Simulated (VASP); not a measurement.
# AlCo (Pm-3m) in VASP: settings compared

AlCo is run at these levels: HSE06, PBE; tasks: single point.

Everything below comes from runs of VASP 6.6.1. Logs are shortened: lines on timing, memory, paths and dates and some standing lists are left out, and cuts for length are marked.

## Step 1: The cell of the first run

Symmetry: Pm-3m, No. 221, cubic system. Conventional cell: a = 2.838 Å, b = 2.838 Å, c = 2.838 Å, α = 90.00°, β = 90.00°, γ = 90.00°. Co (site symmetry m-3m) has 8 Al at 2.46 Å and 6 Co at 2.84 Å within 3.2 Å. Al (site symmetry m-3m) has 8 Co at 2.46 Å and 6 Al at 2.84 Å within 3.2 Å.

## Step 2: Single point, HSE06, collinear spin, ferromagnetic start

The input, POSCAR:

```
AlCo
1.0
    2.8380752986      0.0000000000      0.0000000000
    0.0000000000      2.8380752986      0.0000000000
    0.0000000000      0.0000000000      2.8380752986
Co Al
1 1
Direct
    0.5000000000      0.5000000000      0.5000000000
    0.0000000000      0.0000000000      0.0000000000
```

The input, INCAR.step1:

```
SYSTEM = AlCo
PREC = Accurate
ENCUT = 520
EDIFF = 1E-5
ISMEAR = -1
SIGMA = 0.05
LREAL = .FALSE.
LASPH = .TRUE.
NELM = 150
ALGO = Normal
ISIF = 2
LWAVE = .TRUE.
LCHARG = .FALSE.
ISPIN = 2
MAGMOM = 2 0
LORBIT = 11
LMAXMIX = 4
GGA = PE
NBANDS = 17
```

The input, INCAR.step2:

```
SYSTEM = AlCo
PREC = Accurate
ENCUT = 520
EDIFF = 1E-7
ISMEAR = -1
SIGMA = 0.05
LREAL = .FALSE.
LASPH = .TRUE.
NELM = 150
ALGO = Normal
ISIF = 2
LWAVE = .FALSE.
LCHARG = .FALSE.
ISPIN = 2
MAGMOM = 2 0
LORBIT = 11
LMAXMIX = 4
GGA = PE
LHFCALC = .TRUE.
HFSCREEN = 0.2079
PRECFOCK = Normal
ISTART = 1
NBANDS = 17
```

The input, KPOINTS:

```
Automatic mesh
0
G
  6 6 6
  0 0 0
```

Potentials or basis: VASP PAW PBE potentials, release 64 (Co, Al).

Started as:

```bash
$ cat potpaw_PBE.64/Co/POTCAR potpaw_PBE.64/Al/POTCAR > POTCAR
$ cp INCAR.step1 INCAR
$ mpirun -np 1 vasp_std > vasp.out
$ cp INCAR.step2 INCAR
$ mpirun -np 1 vasp_std > vasp.out
```

OUTCAR:

```text
SYSTEM = AlCo
   PREC = Accurate
   ENCUT = 520
   EDIFF = 1E-7
   ISMEAR = -1
   LREAL = .FALSE.
   LASPH = .TRUE.
   NELM = 150
   ISIF = 2
   ISPIN = 2
   LORBIT = 11
   GGA = PE
   LHFCALC = .TRUE.
   HFSCREEN = 0.2079
   PRECFOCK = Normal
   ISTART = 1

 ion  position               nearest neighbor table
   1  0.500  0.500  0.500-   2 2.46   2 2.46   2 2.46   2 2.46   2 2.46   2 2.46   2 2.46   2 2.46

   2  0.000  0.000  0.000-   1 2.46   1 2.46   1 2.46   1 2.46   1 2.46   1 2.46   1 2.46   1 2.46

  LATTYP: Found a simple cubic cell.
 ALAT       =     2.8380752986

  Lattice vectors:

 A1 = (   2.8380752986,   0.0000000000,   0.0000000000)
 A2 = (   0.0000000000,   2.8380752986,   0.0000000000)
 A3 = (   0.0000000000,   0.0000000000,   2.8380752986)

Analysis of symmetry for initial positions (statically):
=====================================================================
 Subroutine PRICEL returns:
 Original cell was already a primitive cell.

 Routine SETGRP: Setting up the symmetry group for a
 simple cubic supercell.

 Subroutine GETGRP returns: Found 48 space group operations
 (whereof 48 operations were pure point group operations)
 out of a pool of 48 trial point group operations.

The static configuration has the point symmetry O_h .

Analysis of symmetry for dynamics (positions and initial velocities):
=====================================================================
 Subroutine PRICEL returns:
 Original cell was already a primitive cell.

 Routine SETGRP: Setting up the symmetry group for a
 simple cubic supercell.

 Subroutine GETGRP returns: Found 48 space group operations
 (whereof 48 operations were pure point group operations)
 out of a pool of 48 trial point group operations.

The dynamic configuration has the point symmetry O_h .

Analysis of structural, dynamic, and magnetic symmetry:
=====================================================================
 Subroutine PRICEL returns:
 Original cell was already a primitive cell.

 Routine SETGRP: Setting up the symmetry group for a
 simple cubic supercell.

 Subroutine GETGRP returns: Found 48 space group operations
 (whereof 48 operations were pure point group operations)
 out of a pool of 48 trial point group operations.

The overall configuration has the point symmetry O_h .

 Subroutine INISYM returns: Found 48 space group operations
 (whereof 48 operations are pure point group operations),
 and found     1 'primitive' translations

----------------------------------------------------------------------------------------
[... 123 lines left out ...]
   ENCUTFOCK=  -1.0 apply spherical cutoff to Coloumb kernel
   IVDW    =     0    specifies the selected vdW correction
   LEPSILON=     F    determine dielectric tensor
   LRPA    =     F    only Hartree local field effects (RPA)
 spin polarized calculation
  energy-cutoff  :      520.00
  volume of cell :       22.86
 maximum number of plane-waves:       630
 NGX is ok and might be reduce to    24
  NGX = 16; NGY = 16; NGZ = 16

 number of electron      11.9999996 magnetization       0.2511703

 Free energy of the ion-electron system (eV)
  ---------------------------------------------------
  ext. energy  EPLUGINS =         0.00000000
  ---------------------------------------------------
  free energy    TOTEN  =       -14.20464483 eV

  energy without entropy =      -14.19756677  energy(sigma->0) =      -14.20110580

 E-fermi :  10.2121     XC(G=0): -10.0465

 val. band max:       10.1599306029   @ k =   0.5000   0.3333   0.1667
 cond. band min:      10.2527001483   @ k =   0.5000   0.1667   0.0000
 fundamental gap:      0.0927695454
 Fermi energy:        10.2120738377

 spin component 1

 k-point     1 :       0.0000    0.0000    0.0000
  band No.  band energies     occupation
      1      -1.8422      1.00000
      2       6.2836      1.00000
      3       6.2836      1.00000
      4       8.3873      1.00000
      5       8.3873      1.00000
      6       8.3873      1.00000
[... 376 lines left out ...]
      3       5.2737      1.00000
      4       9.3797      1.00000
      5       9.3797      1.00000
      6      13.5280      0.00000
[... 9 lines left out ...]
     16      44.6343      0.00000
     17      44.6343      0.00000
 Fermi energy:        10.2120738377

 spin component 2

 k-point     1 :       0.0000    0.0000    0.0000
  band No.  band energies     occupation
      1      -2.1294      1.00000
      2       7.5931      1.00000
      3       7.5931      1.00000
      4       8.7432      1.00000
      5       8.7432      1.00000
      6       8.7433      1.00000
[... 377 lines left out ...]
      4      11.7886      0.00000
      5      11.7887      0.00000
      6      13.1748      0.00000
[... 9 lines left out ...]
     16      44.5138      0.00000
     17      44.5138      0.00000

------------------------ aborting loop because EDIFF is reached ----------------------------------------

  FORCE on cell =-STRESS in cart. coord.  units (eV):
  Direction    XX          YY          ZZ          XY          YZ          ZX
  --------------------------------------------------------------------------------------
  -------------------------------------------------------------------------------------
  Total       -0.5699573     -0.5699573     -0.5699573     -0.0000000     -0.0000000      0.0000000
  in kB      -39.9467264    -39.9467264    -39.9467264     -0.0000000     -0.0000000      0.0000000
  external PRESSURE =     -39.9467264 kB  Pullay stress =       0.0000000 kB

 VOLUME and BASIS-vectors are now :
 -----------------------------------------------------------------------------
  energy-cutoff  :      520.00
  volume of cell :       22.86
      direct lattice vectors                 reciprocal lattice vectors
     2.838075299  0.000000000  0.000000000     0.352351469  0.000000000  0.000000000
     0.000000000  2.838075299  0.000000000     0.000000000  0.352351469  0.000000000
     0.000000000  0.000000000  2.838075299     0.000000000  0.000000000  0.352351469

 POSITION                                       TOTAL-FORCE (eV/Angst)
 -----------------------------------------------------------------------------------
      1.41904      1.41904      1.41904         0.000000      0.000000      0.000000
      0.00000      0.00000      0.00000         0.000000      0.000000      0.000000
 -----------------------------------------------------------------------------------
    total drift:                               -0.000007     -0.000011     -0.000007

  FREE ENERGIE OF THE ION-ELECTRON SYSTEM (eV)
  ---------------------------------------------------
  free  energy   TOTEN  =       -14.2046448308 eV

  energy  without entropy=      -14.1975667670  energy(sigma->0) =      -14.20110580

 total charge

# of ion       s       p       d       tot
------------------------------------------
    1        0.431   0.525   7.591   8.546
    2        0.450   0.440   0.000   0.890
--------------------------------------------------
tot          0.881   0.964   7.591   9.436

 magnetization (x)

# of ion       s       p       d       tot
------------------------------------------
    1       -0.014  -0.045   0.481   0.423
    2       -0.005  -0.025   0.000  -0.030
--------------------------------------------------
tot         -0.019  -0.070   0.481   0.393
```

OUTCAR.step1:

```text
SYSTEM = AlCo
   PREC = Accurate
   ENCUT = 520
   EDIFF = 1E-5
   ISMEAR = -1
   LREAL = .FALSE.
   LASPH = .TRUE.
   NELM = 150
   ISIF = 2
   ISPIN = 2
   LORBIT = 11
   GGA = PE
[... 1041 lines left out ...]

 total charge

# of ion       s       p       d       tot
------------------------------------------
    1        0.441   0.514   7.520   8.475
    2        0.396   0.436   0.000   0.832
--------------------------------------------------
tot          0.836   0.950   7.520   9.306

 magnetization (x)

# of ion       s       p       d       tot
------------------------------------------
    1        0.001  -0.007   0.215   0.209
    2       -0.002  -0.004   0.000  -0.006
--------------------------------------------------
tot         -0.001  -0.011   0.215   0.203
```

OSZICAR.step1:

```text
N       E                     dE             d eps       ncg     rms          rms(c)
DAV:   1     0.380725477794E+02    0.38073E+02   -0.49664E+03  1416   0.747E+02
DAV:   2    -0.110595922592E+02   -0.49132E+02   -0.43878E+02  1517   0.152E+02
DAV:   3    -0.132160763385E+02   -0.21565E+01   -0.21173E+01  1687   0.333E+01
DAV:   4    -0.132470229853E+02   -0.30947E-01   -0.30926E-01  1650   0.355E+00
DAV:   5    -0.132478669448E+02   -0.84396E-03   -0.84392E-03  1623   0.631E-01    0.133E+01
DAV:   6    -0.157907700091E+02   -0.25429E+01   -0.42933E+01  1516   0.712E+01    0.164E+01
DAV:   7    -0.120095189404E+02    0.37813E+01   -0.22670E+01  1611   0.455E+01    0.218E+00
DAV:   8    -0.119982865478E+02    0.11232E-01   -0.10931E-01  1665   0.217E+00    0.122E+00
DAV:   9    -0.119855603650E+02    0.12726E-01   -0.19704E-02  1778   0.125E+00    0.780E-01
DAV:  10    -0.119847227573E+02    0.83761E-03   -0.12264E-03  1612   0.285E-01    0.197E-01
DAV:  11    -0.119847597482E+02   -0.36991E-04   -0.58856E-05  1716   0.617E-02    0.130E-01
DAV:  12    -0.119847856758E+02   -0.25928E-04   -0.13466E-04  1388   0.830E-02    0.748E-02
DAV:  13    -0.119848533649E+02   -0.67689E-04   -0.13715E-04  1349   0.887E-02    0.555E-02
DAV:  14    -0.119848473560E+02    0.60089E-05   -0.26935E-06   741   0.135E-02
   1 F= -.11984847E+02 E0= -.11979183E+02  d E =-.113278E-01  mag=     0.2042
```

Run time: 66 min. Hardware: 1 thread of AMD EPYC 7R43 (Zen 3), shared host; peak memory 0.24 GiB.

What came out:

```
Free energy                                           : -14.2046 eV
Pressure                                              : -4.0 GPa
Net moment                                            : 0.25 μB per cell
Site moments                                          : Co +0.42; Al -0.03 μB
Valence electrons inside the program's atomic spheres : Co 8.55; Al 0.89
```

Caveat: the k points lie up to 0.37 Å⁻¹ apart; the PAW data sets were made with another functional, which shifts forces and pressure a little.

## Step 3: Single point, PBE, collinear spin, ferromagnetic start

This run uses another cell than the first one, of 11.21 Å³/atom, 0.980 times its volume.

The input, INCAR:

```
  ALGO = Normal
  EDIFF = 1E-7
  ENCUT = 520
  GGA = PE
  ISIF = 2
  ISMEAR = 1
  ISPIN = 2
  LASPH = T
  LCHARG = F
  LMAXMIX = 4
  LORBIT = 11
  LREAL = F
  LWAVE = F
  MAGMOM = 2 0
  NBANDS = 17
  NELM = 150
  PREC = Accurate
  SIGMA = 0.1
```

The input, KPOINTS:

```
k-points
0
Gamma
  8 8 8
```

The input, POSCAR:

```
AlCo
1.0
    2.8194032100      0.0000000000      0.0000000000
    0.0000000000      2.8194032100      0.0000000000
    0.0000000000      0.0000000000      2.8194032100
Co Al
1 1
Direct
    0.5000000000      0.5000000000      0.5000000000
    0.0000000000      0.0000000000      0.0000000000
```

Potentials or basis: VASP PAW PBE potentials, release 64 (Co, Al).

Started as:

```bash
$ cat potpaw_PBE.64/Co/POTCAR potpaw_PBE.64/Al/POTCAR > POTCAR
$ mpirun -np 1 vasp_std > vasp.out
```

OUTCAR:

```text
EDIFF = 1E-7
   ENCUT = 520
   GGA = PE
   ISIF = 2
   ISMEAR = 1
   ISPIN = 2
   LASPH = T
   LORBIT = 11
   LREAL = F
   NELM = 150
   PREC = Accurate

 ion  position               nearest neighbor table
   1  0.500  0.500  0.500-   2 2.44   2 2.44   2 2.44   2 2.44   2 2.44   2 2.44   2 2.44   2 2.44

   2  0.000  0.000  0.000-   1 2.44   1 2.44   1 2.44   1 2.44   1 2.44   1 2.44   1 2.44   1 2.44

  LATTYP: Found a simple cubic cell.
 ALAT       =     2.8194032100

  Lattice vectors:

 A1 = (   2.8194032100,   0.0000000000,   0.0000000000)
 A2 = (   0.0000000000,   2.8194032100,   0.0000000000)
 A3 = (   0.0000000000,   0.0000000000,   2.8194032100)

Analysis of symmetry for initial positions (statically):
=====================================================================
 Subroutine PRICEL returns:
 Original cell was already a primitive cell.

 Routine SETGRP: Setting up the symmetry group for a
 simple cubic supercell.

 Subroutine GETGRP returns: Found 48 space group operations
 (whereof 48 operations were pure point group operations)
 out of a pool of 48 trial point group operations.

The static configuration has the point symmetry O_h .

Analysis of symmetry for dynamics (positions and initial velocities):
=====================================================================
 Subroutine PRICEL returns:
 Original cell was already a primitive cell.

 Routine SETGRP: Setting up the symmetry group for a
 simple cubic supercell.

 Subroutine GETGRP returns: Found 48 space group operations
 (whereof 48 operations were pure point group operations)
 out of a pool of 48 trial point group operations.

The dynamic configuration has the point symmetry O_h .

Analysis of structural, dynamic, and magnetic symmetry:
=====================================================================
 Subroutine PRICEL returns:
 Original cell was already a primitive cell.

[... 150 lines left out ...]
  ext. energy  EPLUGINS =         0.00000000
  ---------------------------------------------------
  free energy    TOTEN  =       -11.96748129 eV

  energy without entropy =      -11.96823289  energy(sigma->0) =      -11.96773182

 E-fermi :  11.0129     XC(G=0): -12.4239

 val. band max:       10.9531108716   @ k =   0.5000   0.3750   0.0000
 cond. band min:      11.0462929484   @ k =   0.5000   0.3750   0.1250
 fundamental gap:      0.0931820769
 Fermi energy:        11.0128832421

 spin component 1

 k-point     1 :       0.0000    0.0000    0.0000
  band No.  band energies     occupation
      1      -0.2803      1.00000
      2       7.9009      1.00000
      3       7.9009      1.00000
      4      10.1256      1.00000
      5      10.1256      1.00000
      6      10.1256      1.00000
[... 459 lines left out ...]
      6       9.9382      1.00000
[... 9 lines left out ...]
     16      32.9025      0.00000
     17      35.9938      0.00000

 [... further k-points ...]

 spin component 2

 k-point     1 :       0.0000    0.0000    0.0000
  band No.  band energies     occupation
      1      -0.2804      1.00000
      2       7.9016      1.00000
      3       7.9016      1.00000
      4      10.1261      1.00000
      5      10.1261      1.00000
      6      10.1261      1.00000
[... 459 lines left out ...]
      6       9.9385      1.00000
[... 9 lines left out ...]
     16      32.9025      0.00000
     17      35.9936      0.00000

 [... further k-points ...]

------------------------ aborting loop because EDIFF is reached ----------------------------------------

  FORCE on cell =-STRESS in cart. coord.  units (eV):
  Direction    XX          YY          ZZ          XY          YZ          ZX
  --------------------------------------------------------------------------------------
  -------------------------------------------------------------------------------------
  Total        0.9177994      0.9177994      0.9177994      0.0000000      0.0000000      0.0000000
  in kB       65.6125299     65.6125299     65.6125299      0.0000000      0.0000000      0.0000000
  external PRESSURE =      65.6125299 kB  Pullay stress =       0.0000000 kB

 VOLUME and BASIS-vectors are now :
 -----------------------------------------------------------------------------
  energy-cutoff  :      520.00
  volume of cell :       22.41
      direct lattice vectors                 reciprocal lattice vectors
     2.819403210  0.000000000  0.000000000     0.354684990  0.000000000  0.000000000
     0.000000000  2.819403210  0.000000000     0.000000000  0.354684990  0.000000000
     0.000000000  0.000000000  2.819403210     0.000000000  0.000000000  0.354684990

 POSITION                                       TOTAL-FORCE (eV/Angst)
 -----------------------------------------------------------------------------------
      1.40970      1.40970      1.40970         0.000000      0.000000      0.000000
      0.00000      0.00000      0.00000         0.000000      0.000000      0.000000
 -----------------------------------------------------------------------------------
    total drift:                                0.000000     -0.000000     -0.000000

  FREE ENERGIE OF THE ION-ELECTRON SYSTEM (eV)
  ---------------------------------------------------
  free  energy   TOTEN  =       -11.9674812906 eV

  energy  without entropy=      -11.9682328913  energy(sigma->0) =      -11.96773182

 total charge

# of ion       s       p       d       tot
------------------------------------------
    1        0.445   0.537   7.530   8.512
    2        0.399   0.443   0.000   0.842
--------------------------------------------------
tot          0.844   0.980   7.530   9.354

 magnetization (x)

# of ion       s       p       d       tot
------------------------------------------
    1       -0.000  -0.000   0.001   0.000
    2       -0.000  -0.000   0.000  -0.000
--------------------------------------------------
tot         -0.000  -0.000   0.001   0.000
```

stdout:

```text
POSCAR found type information on POSCAR CoAl
 POSCAR found :  2 types and       2 ions
 scaLAPACK will be used
 LDA part: xc-table for (Slater+PW92), standard interpolation
 POSCAR, INCAR and KPOINTS ok, starting setup
 FFT: planning ... GRIDC
 FFT: planning ... GRID_SOFT
 FFT: planning ... GRID
 WAVECAR not read
 entering main loop
```

Wall time 17 s (1 thread of AMD EPYC 9R45 (Zen 5), shared host); peak memory 0.13 GiB.

Results:

| Item | Value |
| --- | --- |
| Free energy | -11.9675 eV |
| Pressure | 6.6 GPa |
| Band gap on the k mesh | zero (filled and empty bands overlap) |
| Net moment | 0.00 μB per cell |
| Valence electrons inside the program's atomic spheres | Co 8.51; Al 0.84 |

Caveat: the starting moments collapsed, and a magnetic state may lie lower.
